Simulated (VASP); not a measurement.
# BeTe (F-43m) in VASP: notebook

BeTe is run at these levels: PBEsol+D3(BJ); tasks: single point.

All numbers are computed with VASP 6.6.1; they aren't measurements. Logs are shortened: lines on timing, memory, paths and dates and some standing lists are left out, and cuts for length are marked.

## 1. The cell of the first run

Symmetry: F-43m, No. 216, cubic system. Conventional cell: a = 5.503 Å, b = 5.503 Å, c = 5.503 Å, α = 90.00°, β = 90.00°, γ = 90.00°. Te (site symmetry -43m) has 4 Be at 2.38 Å within 3.1 Å. Within 3.1 Å of Be (site symmetry -43m) lie 4 Te at 2.38 Å.

## 2. Single point, PBEsol+D3(BJ)

Input file INCAR:

```
SYSTEM = BeTe
PREC     = Accurate       ! precision mode
ENCUT    = 520            ! plane-wave cutoff, eV
EDIFF    = 1E-6           ! SCF threshold, eV
ISMEAR   = -1             ! smearing method
SIGMA    = 0.05           ! smearing width, eV
LREAL    = .FALSE.        ! projectors in reciprocal space
LASPH    = .TRUE.         ! aspherical terms in the spheres
NELM     = 100            ! most SCF steps
ALGO     = Normal         ! electronic algorithm
ISIF     = 2              ! what is computed and relaxed
LWAVE    = .FALSE.        ! write WAVECAR
LCHARG   = .FALSE.        ! write CHGCAR
GGA      = PS             ! functional
IVDW     = 12             ! dispersion correction
NBANDS   = 11             ! bands
```

Input file KPOINTS:

```
Automatic mesh
0
G
  8 8 8
  0 0 0
```

Input file POSCAR:

```
BeTe
1.0
    0.0000000000      2.7514088358      2.7514088358
    2.7514088358      0.0000000000      2.7514088358
    2.7514088358      2.7514088358      0.0000000000
Te Be
1 1
Direct
    0.7500000000      0.7500000000      0.7500000000
    0.0000000000      0.0000000000      0.0000000000
```

Potentials or basis: VASP PAW PBE potentials, release 64 (Te, Be).

Started as:

```console
cat potpaw_PBE.64/Te/POTCAR potpaw_PBE.64/Be/POTCAR > POTCAR
mpirun -np 1 vasp_std > vasp.out
```

OUTCAR:

```text
SYSTEM = BeTe
   PREC = Accurate
   ENCUT = 520
   EDIFF = 1E-6
   ISMEAR = -1
   LREAL = .FALSE.
   LASPH = .TRUE.
   NELM = 100
   ISIF = 2
   GGA = PS
   IVDW = 12
 IVDW          = 12

 ion  position               nearest neighbor table
   1  0.750  0.750  0.750-   2 2.38   2 2.38   2 2.38   2 2.38
   2  0.000  0.000  0.000-   1 2.38   1 2.38   1 2.38   1 2.38

  LATTYP: Found a face centered cubic cell.
 ALAT       =     5.5028176716

  Lattice vectors:

 A1 = (   0.0000000000,   2.7514088358,   2.7514088358)
 A2 = (   2.7514088358,   0.0000000000,   2.7514088358)
 A3 = (   2.7514088358,   2.7514088358,   0.0000000000)

Analysis of symmetry for initial positions (statically):
=====================================================================
 Subroutine PRICEL returns:
 Original cell was already a primitive cell.

 Routine SETGRP: Setting up the symmetry group for a
 face centered cubic supercell.

 Subroutine GETGRP returns: Found 24 space group operations
 (whereof 24 operations were pure point group operations)
 out of a pool of 48 trial point group operations.

The static configuration has the point symmetry T_d .

Analysis of symmetry for dynamics (positions and initial velocities):
=====================================================================
 Subroutine PRICEL returns:
 Original cell was already a primitive cell.

 Routine SETGRP: Setting up the symmetry group for a
 face centered cubic supercell.

 Subroutine GETGRP returns: Found 24 space group operations
 (whereof 24 operations were pure point group operations)
 out of a pool of 48 trial point group operations.

The dynamic configuration has the point symmetry T_d .

 Subroutine INISYM returns: Found 24 space group operations
 (whereof 24 operations are pure point group operations),
 and found     1 'primitive' translations

----------------------------------------------------------------------------------------

                                     Primitive cell

  volume of cell :      41.6577

  direct lattice vectors                    reciprocal lattice vectors
     0.000000000  2.751408836  2.751408836    -0.181725083  0.181725083  0.181725083
     2.751408836  0.000000000  2.751408836     0.181725083 -0.181725083  0.181725083
     2.751408836  2.751408836  0.000000000     0.181725083  0.181725083 -0.181725083

  length of vectors
     3.891079691  3.891079691  3.891079691     0.314757077  0.314757077  0.314757077

  position of ions in fractional coordinates (direct lattice)
     0.750000000  0.750000000  0.750000000
     0.000000000  0.000000000  0.000000000

  ion indices of the primitive-cell ions
   primitive index   ion index
                 1           1
[... 85 lines left out ...]
   NUPDOWN=      -1.0000    fix difference up-down
   EMIN   =  10.00;   EMAX   =-10.00  energy-range for DOS
   EFERMI =   0.00;   METHOD = LEGACY
   ISMEAR =    -1;   SIGMA  =   0.05  broadening in eV -4-tet -1-fermi 0-gaus
   EFERMI_NEDOS =   21; number of points for ismear=-14 and -15
   IALGO  =     38    algorithm
   IMIX   =      4    mixing-type and parameters
     AMIX     =   0.40;   BMIX     =  1.00
     AMIX_MAG =   1.60;   BMIX_MAG =  1.00
  volume/ion in A,a.u.               =      20.83       140.56
  Fermi-wavevector in a.u.,A,eV,Ry     =   0.944510  1.784864 12.137735  0.892098
  Thomas-Fermi vector in A             =   2.072321
   LORBIT       =      0    0 simple, 1 ext, 2 COOP (PROOUT), +10 PAW based schemes
   GGA     = PS    functional components
   LHFCALC =     F    Hartree Fock is set to
   AEXX    =    0.0000 exact exchange contribution
   IVDW    =    12    specifies the selected vdW correction
   LEPSILON=     F    determine dielectric tensor
   LRPA    =     F    only Hartree local field effects (RPA)
 non-spin polarized calculation
  energy-cutoff  :      520.00
  volume of cell :       41.66
 maximum number of plane-waves:      1139
 NGX is ok and might be reduce to    30
   NGX = 15   NGY = 15   NGZ = 15

 number of electron       8.0000000 magnetization

 Free energy of the ion-electron system (eV)
  ---------------------------------------------------
  ext. energy  EPLUGINS =         0.00000000
  ---------------------------------------------------
  free energy    TOTEN  =        -8.18564106 eV

  energy without entropy =       -8.18564106  energy(sigma->0) =       -8.18564106

 E-fermi :   6.6449     XC(G=0):  -9.4796

 val. band max:        5.8098396614   @ k =   0.0000   0.0000   0.0000
 cond. band min:       7.4836456455   @ k =   0.5000   0.5000   0.0000
 fundamental gap:      1.6738059842
 Fermi energy:         6.6448649311

 k-point     1 :       0.0000    0.0000    0.0000
  band No.  band energies     occupation
      1      -7.0051      2.00000
      2       5.8098      2.00000
      3       5.8098      2.00000
      4       5.8098      2.00000
      5       9.3430      0.00000
      6       9.3430      0.00000
      7       9.3430      0.00000
      8      10.0587      0.00000
      9      14.1041      0.00000
     10      16.2007      0.00000
     11      16.2007      0.00000
[... 309 lines left out ...]
 k-point    24 :      -0.3750    0.2500    0.1250
  band No.  band energies     occupation
      1      -5.1983      2.00000
      2       0.2378      2.00000
      3       2.6382      2.00000
      4       3.6783      2.00000
      5       9.9128      0.00000
      6      10.2343      0.00000
      7      12.6851      0.00000
      8      13.7505      0.00000
      9      14.3618      0.00000
     10      17.5042      0.00000
     11      17.9040      0.00000

 [... further k-points ...]

------------------------ aborting loop because EDIFF is reached ----------------------------------------

 Edisp (eV)   -0.64860

 E8    (eV) :    -0.4198

  FORCE on cell =-STRESS in cart. coord.  units (eV):
  Direction    XX          YY          ZZ          XY          YZ          ZX
  --------------------------------------------------------------------------------------
  -------------------------------------------------------------------------------------
  Total       0.39741     0.39741     0.39741     0.00000     0.00000     0.00000
  in kB      15.28446    15.28446    15.28446     0.00000     0.00000     0.00000
  external pressure =       15.28 kB  Pullay stress =        0.00 kB

 VOLUME and BASIS-vectors are now :
 -----------------------------------------------------------------------------
  energy-cutoff  :      520.00
  volume of cell :       41.66
      direct lattice vectors                 reciprocal lattice vectors
     0.000000000  2.751408836  2.751408836    -0.181725083  0.181725083  0.181725083
     2.751408836  0.000000000  2.751408836     0.181725083 -0.181725083  0.181725083
     2.751408836  2.751408836  0.000000000     0.181725083  0.181725083 -0.181725083

 POSITION                                       TOTAL-FORCE (eV/Angst)
 -----------------------------------------------------------------------------------
      4.12711      4.12711      4.12711         0.000000      0.000000      0.000000
      0.00000      0.00000      0.00000        -0.000000     -0.000000     -0.000000
 -----------------------------------------------------------------------------------
    total drift:                               -0.000000     -0.000000     -0.000000

  FREE ENERGIE OF THE ION-ELECTRON SYSTEM (eV)
  ---------------------------------------------------
  free  energy   TOTEN  =        -8.8342413300 eV

  energy  without entropy=       -8.8342413288  energy(sigma->0) =       -8.83424133
```

OSZICAR:

```text
N       E                     dE             d eps       ncg     rms          rms(c)
DAV:   1     0.190865814597E+02    0.19087E+02   -0.33242E+03   638   0.592E+02
DAV:   2    -0.726838548981E+01   -0.26355E+02   -0.25597E+02   881   0.979E+01
DAV:   3    -0.836492588673E+01   -0.10965E+01   -0.10946E+01   834   0.202E+01
DAV:   4    -0.837521145596E+01   -0.10286E-01   -0.10285E-01   768   0.224E+00
DAV:   5    -0.837537929417E+01   -0.16784E-03   -0.16784E-03   822   0.269E-01    0.441E+00
DAV:   6    -0.823289746434E+01    0.14248E+00   -0.14731E-01   728   0.153E+00    0.262E+00
DAV:   7    -0.818569511953E+01    0.47202E-01   -0.12798E-01   766   0.153E+00    0.503E-01
DAV:   8    -0.818551003703E+01    0.18508E-03   -0.64128E-03   725   0.460E-01    0.105E-01
DAV:   9    -0.818562414363E+01   -0.11411E-03   -0.21696E-04   776   0.917E-02    0.354E-02
DAV:  10    -0.818564106977E+01   -0.16926E-04   -0.38163E-05   719   0.301E-02    0.157E-02
DAV:  11    -0.818564105991E+01    0.98551E-08   -0.11953E-06   766   0.673E-03
   1 F= -.88342413E+01 E0= -.88342413E+01  d E =-.116241E-08
```

It took 14 s on 1 thread of Intel Xeon Platinum 8259CL at 2.50GHz (Skylake/Cascade Lake), shared host; peak memory 0.18 GiB.

Results:

```
Free energy                : -8.8342 eV
Pressure                   : 1.5 GPa
Band gap on the k mesh     : 1.67 eV, indirect (least direct gap 3.53 eV)
Dispersion energy per atom : -0.324 eV
```

Levels at points of the mesh, in eV from the valence-band top:
```
           k point  band 1  band 2  band 3  band 4  band 5  band 6  band 7  band 8
(0.00, 0.00, 0.00)  -12.81    0.00    0.00    0.00    3.53    3.53    3.53    4.25
(0.50, 0.00, 0.00)  -11.28   -6.04   -1.26   -1.26    3.22    4.52    4.52    7.63
(0.50, 0.50, 0.00)  -10.72   -5.52   -2.93   -2.93    1.67    2.51   10.15   10.15
```

Caveat: the PAW data sets were made with another functional, which shifts forces and pressure a little; spin-orbit coupling is left out, which moves the levels of the heavy elements. A k mesh can miss the band edges.

(Part 1 of 2 ends here.)
